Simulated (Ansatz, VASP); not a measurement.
## Ir: VASP beside Ansatz

```xyz
6
Lattice="2.6947 0.0000 0.0000 -1.3474 2.3337 0.0000 0.0000 0.0000 26.0011" Properties=species:S:1:pos:R:3 pbc="T T T"
Ir    1.3474    0.7779    7.5522
Ir    0.0000    1.5558    9.7046
Ir    0.0000    0.0000   11.8953
Ir    1.3474    0.7779   14.1058
Ir    0.0000    1.5558   16.2965
Ir    0.0000    0.0000   18.4489
```

Alike in both runs: functional LDA; k mesh 15 × 15 × 1; occupations gaussian, width 0.1 eV; no spin polarisation.

Ansatz relaxed the structure, and its values are those at the end. VASP's run is a single point on that final structure, the one shown.

|  | VASP | Ansatz |
| --- | --- | --- |
| version | VASP 6.6.1 | Ansatz 0.2.0 |
| potentials or method | VASP PAW LDA potentials, release 64 (Ir_sv_GW), cutoff 420 eV | scalar-relativistic, plane waves, PAW |
| valence electrons in the cell | 102 | 102 |

VASP gave:

| Quantity | Value |
| --- | --- |
| gap on the k mesh at the Fermi level (eV) | none |
| rms of the force components (eV/Å) | 0.026 |

Question: What did Ansatz give for the same quantities?

Answer: gap on the k mesh at the Fermi level (eV): none; rms of the force components (eV/Å): 0.002.

LDA's correlation is that of Perdew and Zunger in VASP and of Perdew and Wang (1992) in Ansatz. A gap of «none» marks a metal or a gap that the smearing closes. Ansatz's warnings: xc potential rough in thin density.

Neither program's run includes spin-orbit coupling.
